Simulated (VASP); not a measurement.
# KBr in VASP: notebook

Runs on KBr. Level: PBEsol. Tasks: single point.

All numbers are computed with VASP 6.6.1; they aren't measurements. Logs are shortened: lines on timing, memory, paths and dates and some standing lists are left out, and cuts for length are marked.

## (1) The cell of the first run

The structure is tetragonal, space group I4/mmm (No. 139). Conventional cell: a = 4.632 Å, b = 4.632 Å, c = 6.681 Å, α = 90.00°, β = 90.00°, γ = 90.00°. Within 4.3 Å of K (site symmetry 4/mmm) lie 6 Br at 3.28 to 3.34 Å. Br (site symmetry 4/mmm) has 6 K at 3.28 to 3.34 Å within 4.3 Å.

## (2) Single point, PBEsol

Input file INCAR:

```
SYSTEM = KBr
  PREC = Accurate
  ENCUT = 500
  EDIFF = 1E-6
  ISMEAR = 0
  SIGMA = 0.05
  LREAL = .False.
  LASPH = .True.
  NELM = 120
  ALGO = Normal
  ISIF = 2
  LWAVE = .False.
  LCHARG = .False.
  GGA = PS
  NBANDS = 15
  GGA_COMPAT = .False.
```

Input file KPOINTS:

```
regular mesh
0
Gamma
  8 8 8
  0 0 0
```

Input file POSCAR:

```
KBr
1.0
    0.0000000000      3.2750162544      3.3405165795
    3.2750162544      0.0000000000      3.3405165795
    3.2750162544      3.2750162544      0.0000000000
K Br
1 1
Direct
    0.0000000000      0.0000000000      0.0000000000
    0.5000000000      0.5000000000      0.5000000000
```

Potentials or basis: VASP PAW PBE potentials, release 64 (K_sv, Br).

Launch:

```console
$ cat potpaw_PBE.64/K_sv/POTCAR potpaw_PBE.64/Br/POTCAR > POTCAR
$ mpirun -np 1 vasp_std > vasp.out
```

OUTCAR:

```text
SYSTEM = KBr
   PREC = Accurate
   ENCUT = 500
   EDIFF = 1E-6
   ISMEAR = 0
   LREAL = .False.
   LASPH = .True.
   NELM = 120
   ISIF = 2
   GGA = PS

 ion  position               nearest neighbor table
   1  0.000  0.000  0.000-   2 3.28   2 3.28   2 3.28   2 3.28
   2  0.500  0.500  0.500-   1 3.28   1 3.28   1 3.28   1 3.28

  LATTYP: Found a body centered tetragonal cell.
 ALAT       =     4.6315724040
 C/A-ratio  =     1.4424978336

  Lattice vectors:

 A1 = (  -3.2750162544,   0.0000000000,   3.3405165795)
 A2 = (   3.2750162544,   0.0000000000,   3.3405165795)
 A3 = (   0.0000000000,   3.2750162544,  -3.3405165795)

Analysis of symmetry for initial positions (statically):
=====================================================================
 Subroutine PRICEL returns:
 Original cell was already a primitive cell.

 Routine SETGRP: Setting up the symmetry group for a
 body centered tetragonal supercell.

 Subroutine GETGRP returns: Found 16 space group operations
 (whereof 16 operations were pure point group operations)
 out of a pool of 16 trial point group operations.

The static configuration has the point symmetry D_4h.

Analysis of symmetry for dynamics (positions and initial velocities):
=====================================================================
 Subroutine PRICEL returns:
 Original cell was already a primitive cell.

 Routine SETGRP: Setting up the symmetry group for a
 body centered tetragonal supercell.

 Subroutine GETGRP returns: Found 16 space group operations
 (whereof 16 operations were pure point group operations)
 out of a pool of 16 trial point group operations.

The dynamic configuration has the point symmetry D_4h.

 Subroutine INISYM returns: Found 16 space group operations
 (whereof 16 operations are pure point group operations),
 and found     1 'primitive' translations

----------------------------------------------------------------------------------------

                                     Primitive cell

  volume of cell :      71.6590

  direct lattice vectors                    reciprocal lattice vectors
     0.000000000  3.275016254  3.340516580    -0.152670998  0.152670998  0.149677449
     3.275016254  0.000000000  3.340516580     0.152670998 -0.152670998  0.149677449
     3.275016254  3.275016254  0.000000000     0.152670998  0.152670998 -0.149677449

  length of vectors
     4.678117408  4.678117408  4.631572404     0.262716969  0.262716969  0.262716969

  position of ions in fractional coordinates (direct lattice)
     0.000000000  0.000000000  0.000000000
     0.500000000  0.500000000  0.500000000

  ion indices of the primitive-cell ions
   primitive index   ion index
                 1           1
                 2           2

----------------------------------------------------------------------------------------

 KPOINTS: regular mesh

Automatic generation of k-mesh.
 Grid dimensions read from file:
 generate k-points for:    8    8    8

 Generating k-lattice:

  Cartesian coordinates                     Fractional coordinates (reciprocal lattice)
    -0.019083875  0.019083875  0.018709681     0.125000000 -0.000000000  0.000000000
     0.019083875 -0.019083875  0.018709681    -0.000000000  0.125000000  0.000000000
     0.019083875  0.019083875 -0.018709681     0.000000000  0.000000000  0.125000000

  Length of vectors
     0.032839621  0.032839621  0.032839621

  Shift w.r.t. Gamma in fractional coordinates (k-lattice)
     0.000000000  0.000000000  0.000000000

 Subroutine IBZKPT returns following result:
 ===========================================

 Found     59 irreducible k-points:

 Following reciprocal coordinates:
            Coordinates               Weight
  0.000000  0.000000  0.000000      1.000000
  0.125000  0.000000  0.000000      8.000000
  0.250000  0.000000  0.000000      8.000000
  0.375000 -0.000000  0.000000      8.000000
  0.500000  0.000000  0.000000      4.000000
  0.125000  0.125000  0.000000      2.000000
[... 16 lines left out ...]
  0.250000  0.000000  0.125000     16.000000
  0.375000 -0.000000  0.125000     16.000000
 [... further k-points ...]
   k-points           NKPTS =     59   k-points in BZ     NKDIM =     59   number of bands    NBANDS=     15
   number of dos      NEDOS =    301   number of ions     NIONS =      2
   total plane-waves  NPLWV =  46656
   dimension x,y,z NGX =    36 NGY =   36 NGZ =   36
   dimension x,y,z NGXF=    72 NGYF=   72 NGZF=   72
   ions per type =               1   1
   NGX,Y,Z   is equivalent  to a cutoff of  12.79, 12.79, 12.92 a.u.
   NGXF,Y,Z  is equivalent  to a cutoff of  25.59, 25.59, 25.84 a.u.
 SYSTEM =  KBr
   PREC   = accura    normal or accurate (medium, high low for compatibility)
   ISTART =      0    job   : 0-new  1-cont  2-samecut
   ICHARG =      2    charge: 1-file 2-atom 10-const
   ISPIN  =      1    spin polarized calculation?
   LNONCOLLINEAR =      F non collinear calculations
   LSORBIT =      F    spin-orbit coupling
   LASPH  =      T    aspherical Exc in radial PAW
   ENCUT  =  500.0 eV  36.75 Ry    6.06 a.u.   8.53  8.53  8.44*2*pi/ulx,y,z
   NELM   =    120;   NELMIN=  2; NELMDL= -5     # of ELM steps
   EDIFF  = 0.1E-05   stopping-criterion for ELM
   LREAL  =      F    real-space projection
   EDIFFG = 0.1E-04   stopping-criterion for IOM
   NSW    =      0    number of steps for IOM
   IBRION =     -1    ionic relax: 0-MD 1-quasi-New 2-CG
   NFREE  =      0    steps in history (QN), initial steepest desc. (CG)
   ISIF   =      2    stress and relaxation
   ISYM   =      2    0-nonsym 1-usesym 2-fastsym
   POTIM  = 0.5000    time-step for ionic-motion
   TEBEG  =    0.0;   TEEND  =   0.0 temperature during run
   PSTRESS=    0.0 pullay stress
   NELECT =      16.0000    total number of electrons
   NUPDOWN=      -1.0000    fix difference up-down
   EMIN   =  10.00;   EMAX   =-10.00  energy-range for DOS
   EFERMI =   0.00;   METHOD = LEGACY
   ISMEAR =     0;   SIGMA  =   0.05  broadening in eV -4-tet -1-fermi 0-gaus
   EFERMI_NEDOS =   21; number of points for ismear=-14 and -15
   IALGO  =     38    algorithm
   IMIX   =      4    mixing-type and parameters
     AMIX     =   0.40;   BMIX     =  1.00
     AMIX_MAG =   1.60;   BMIX_MAG =  1.00
  volume/ion in A,a.u.               =      35.83       241.79
  Fermi-wavevector in a.u.,A,eV,Ry     =   0.993172  1.876824 13.420670  0.986391
  Thomas-Fermi vector in A             =   2.125036
   LORBIT       =      0    0 simple, 1 ext, 2 COOP (PROOUT), +10 PAW based schemes
   GGA     = PS    functional components
   LHFCALC =     F    Hartree Fock is set to
   AEXX    =    0.0000 exact exchange contribution
   IVDW    =     0    specifies the selected vdW correction
   LEPSILON=     F    determine dielectric tensor
   LRPA    =     F    only Hartree local field effects (RPA)
 non-spin polarized calculation
 Gauss-broadening in eV      SIGMA  =   0.05
  energy-cutoff  :      500.00
  volume of cell :       71.66
 maximum number of plane-waves:      1849
 NGX is ok and might be reduce to    36
   NGX = 17   NGY = 17   NGZ = 17

 number of electron      15.9999997 magnetization

 Free energy of the ion-electron system (eV)
  ---------------------------------------------------
  ext. energy  EPLUGINS =         0.00000000
  ---------------------------------------------------
  free energy    TOTEN  =        -6.45743317 eV

  energy without entropy =       -6.45743317  energy(sigma->0) =       -6.45743317

 E-fermi :  -1.5816     XC(G=0):  -7.5574

 val. band max:       -1.8115872182   @ k =   0.0000   0.0000   0.0000
 cond. band min:       2.4706478090   @ k =   0.0000   0.0000   0.0000
 fundamental gap:      4.2822350272
 Fermi energy:        -1.5815581774

 k-point     1 :       0.0000    0.0000    0.0000
  band No.  band energies     occupation
      1     -29.4199      2.00000
      2     -14.1252      2.00000
      3     -12.9631      2.00000
      4     -12.9631      2.00000
      5     -12.9624      2.00000
      6      -1.8208      2.00000
      7      -1.8116      2.00000
      8      -1.8116      2.00000
      9       2.4706      0.00000
     10       5.6310      0.00000
     11       5.7575      0.00000
     12       5.7575      0.00000
     13       6.5123      0.00000
     14       6.5989      0.00000
     15       9.5861      0.00000

 k-point     2 :       0.1250    0.0000    0.0000
  band No.  band energies     occupation
      1     -29.4190      2.00000
      2     -14.1528      2.00000
      3     -12.9638      2.00000
      4     -12.9636      2.00000
      5     -12.9249      2.00000
      6      -2.0474      2.00000
      7      -1.8717      2.00000
      8      -1.8659      2.00000
      9       2.8700      0.00000
     10       5.5936      0.00000
     11       5.8705      0.00000
     12       5.9424      0.00000
     13       6.7164      0.00000
     14       6.8079      0.00000
     15      10.1672      0.00000

 k-point     3 :       0.2500    0.0000    0.0000
  band No.  band energies     occupation
      1     -29.4169      2.00000
      2     -14.2135      2.00000
      3     -12.9667      2.00000
      4     -12.9649      2.00000
      5     -12.8387      2.00000
      6      -2.5101      2.00000
      7      -1.9960      2.00000
      8      -1.9914      2.00000
      9       3.7365      0.00000
     10       5.5723      0.00000
     11       6.3911      0.00000
     12       6.4606      0.00000
     13       7.2841      0.00000
     14       7.3875      0.00000
     15      10.3585      0.00000

 k-point     4 :       0.3750   -0.0000    0.0000
  band No.  band energies     occupation
      1     -29.4148      2.00000
      2     -14.2677      2.00000
      3     -12.9696      2.00000
      4     -12.9661      2.00000
      5     -12.7585      2.00000
      6      -2.8890      2.00000
      7      -2.1130      2.00000
      8      -2.1098      2.00000
      9       4.4189      0.00000
     10       5.9812      0.00000
     11       7.1679      0.00000
     12       7.2291      0.00000
     13       7.9920      0.00000
     14       8.1130      0.00000
     15       9.3695      0.00000
[... 307 lines left out ...]
 k-point    22 :       0.1250    0.0000    0.1250
  band No.  band energies     occupation
      1     -29.4187      2.00000
      2     -14.1582      2.00000
      3     -12.9692      2.00000
      4     -12.9676      2.00000
      5     -12.9091      2.00000
      6      -2.1273      2.00000
      7      -1.8745      2.00000
      8      -1.8691      2.00000
      9       2.9699      0.00000
     10       5.3279      0.00000
     11       6.0385      0.00000
     12       6.1566      0.00000
     13       6.6533      0.00000
     14       7.0116      0.00000
     15      10.3476      0.00000

 k-point    23 :       0.2500    0.0000    0.1250
  band No.  band energies     occupation
      1     -29.4170      2.00000
      2     -14.1927      2.00000
      3     -12.9734      2.00000
      4     -12.9706      2.00000
      5     -12.8574      2.00000
      6      -2.4460      2.00000
      7      -1.9814      2.00000
      8      -1.9589      2.00000
      9       3.6422      0.00000
     10       5.1198      0.00000
     11       6.5324      0.00000
     12       6.6474      0.00000
     13       6.9850      0.00000
     14       7.5269      0.00000
     15      10.5078      0.00000

 k-point    24 :       0.3750   -0.0000    0.1250
  band No.  band energies     occupation
      1     -29.4149      2.00000
      2     -14.2330      2.00000
      3     -12.9759      2.00000
      4     -12.9728      2.00000
      5     -12.7994      2.00000
      6      -2.7640      2.00000
      7      -2.1281      2.00000
      8      -2.0749      2.00000
      9       4.4066      0.00000
     10       5.4050      0.00000
     11       7.1217      0.00000
     12       7.3249      0.00000
     13       7.6516      0.00000
     14       7.9316      0.00000
     15       9.5309      0.00000

 [... further k-points ...]

------------------------ aborting loop because EDIFF is reached ----------------------------------------

  FORCE on cell =-STRESS in cart. coord.  units (eV):
  Direction    XX          YY          ZZ          XY          YZ          ZX
  --------------------------------------------------------------------------------------
  -------------------------------------------------------------------------------------
  Total       -0.0177277     -0.0177277     -0.2648014      0.0000000      0.0000000     -0.0000000
  in kB       -0.3963618     -0.3963618     -5.9205259      0.0000000      0.0000000     -0.0000000
  external PRESSURE =      -2.2377499 kB  Pullay stress =       0.0000000 kB

 VOLUME and BASIS-vectors are now :
 -----------------------------------------------------------------------------
  energy-cutoff  :      500.00
  volume of cell :       71.66
      direct lattice vectors                 reciprocal lattice vectors
     0.000000000  3.275016254  3.340516580    -0.152670998  0.152670998  0.149677449
     3.275016254  0.000000000  3.340516580     0.152670998 -0.152670998  0.149677449
     3.275016254  3.275016254  0.000000000     0.152670998  0.152670998 -0.149677449

 POSITION                                       TOTAL-FORCE (eV/Angst)
 -----------------------------------------------------------------------------------
      0.00000      0.00000      0.00000        -0.000000      0.000000      0.000000
      3.27502      3.27502      3.34052         0.000000     -0.000000     -0.000000
 -----------------------------------------------------------------------------------
    total drift:                                0.000000      0.000000      0.000000

  FREE ENERGIE OF THE ION-ELECTRON SYSTEM (eV)
  ---------------------------------------------------
  free  energy   TOTEN  =        -6.4574331666 eV

  energy  without entropy=       -6.4574331666  energy(sigma->0) =       -6.45743317
```

Wall time 33 s (1 thread of Intel Xeon Platinum 8488C (Sapphire Rapids), shared host); peak memory 0.23 GiB.

Results:

```
Free energy            : -6.4574 eV
Pressure               : -0.2 GPa
Band gap on the k mesh : 4.28 eV
```

Levels at points of the mesh, in eV from the valence-band top:
| k point | band 4 | band 5 | band 6 | band 7 | band 8 | band 9 | band 10 | band 11 | band 12 | band 13 |
| --- | --- | --- | --- | --- | --- | --- | --- | --- | --- | --- |
| (0.00, 0.00, 0.00) | -11.15 | -11.15 | -0.01 | 0.00 | 0.00 | 4.28 | 7.44 | 7.57 | 7.57 | 8.32 |
| (0.50, 0.00, 0.00) | -11.15 | -10.92 | -1.22 | -0.35 | -0.35 | 6.44 | 8.13 | 9.73 | 9.74 | 9.90 |
| (0.50, 0.50, 0.00) | -11.19 | -11.19 | -0.86 | -0.28 | -0.28 | 5.75 | 7.08 | 9.29 | 9.30 | 9.64 |
| (0.50, 0.00, 0.50) | -11.19 | -11.19 | -0.83 | -0.31 | -0.30 | 5.73 | 7.11 | 9.35 | 9.39 | 9.64 |

Caveat: the PAW data sets were made with another functional, which shifts forces and pressure a little. A k mesh can miss the band edges.

## (3) Single point, PBEsol (35.13 Å³/atom)

This run uses another cell than the first one, of 35.13 Å³/atom.

Input file INCAR:

```
PREC     = Accurate       # precision mode
ENCUT    = 500            # plane-wave cutoff, eV
EDIFF    = 1E-6           # SCF threshold, eV
ISMEAR   = 0              # smearing method
SIGMA    = 0.05           # smearing width, eV
LREAL    = False          # projectors in reciprocal space
LASPH    = True           # aspherical terms in the spheres
NELM     = 120            # most SCF steps
ALGO     = Normal         # electronic algorithm
ISIF     = 2              # what is computed and relaxed
LWAVE    = False          # write WAVECAR
LCHARG   = False          # write CHGCAR
GGA      = PS             # functional
NBANDS   = 15             # bands
GGA_COMPAT= False
```

Input file KPOINTS:

```
Automatic mesh
0
Gamma
  8 8 8
```

Input file POSCAR:

```
KBr
1.0
    0.0000000000      3.2750162544      3.2750162544
    3.2750162544      0.0000000000      3.2750162544
    3.2750162544      3.2750162544      0.0000000000
K Br
1 1
Direct
    0.0000000000      0.0000000000      0.0000000000
    0.5000000000      0.5000000000      0.5000000000
```

Potentials or basis: VASP PAW PBE potentials, release 64 (K_sv, Br).

Launch:

```console
$ cat potpaw_PBE.64/K_sv/POTCAR potpaw_PBE.64/Br/POTCAR > POTCAR
$ mpirun -np 1 vasp_std > vasp.out
```

Run time: 75 s. Hardware: 1 thread of AMD EPYC 7R13, shared host; peak memory 0.18 GiB.

It converged, with:

* Free energy: -6.4598 eV
* Pressure: 0.1 GPa
* Band gap on the k mesh: 4.33 eV

Levels at points of the mesh, in eV from the valence-band top:
```csv
k point,band 4,band 5,band 6,band 7,band 8,band 9,band 10,band 11,band 12,band 13
"(0.00, 0.00, 0.00)",-11.11,-11.11,0.00,0.00,0.00,4.33,7.53,7.53,7.53,8.38
"(0.50, 0.00, 0.00)",-11.12,-10.86,-1.26,-0.36,-0.36,6.48,8.21,9.78,9.78,10.05
"(0.50, 0.50, 0.00)",-11.15,-11.15,-0.86,-0.30,-0.30,5.71,7.17,9.37,9.47,9.71
```

Caveat: the PAW data sets were made with another functional, which shifts forces and pressure a little. A k mesh can miss the band edges.

[end of part 1 of 2]
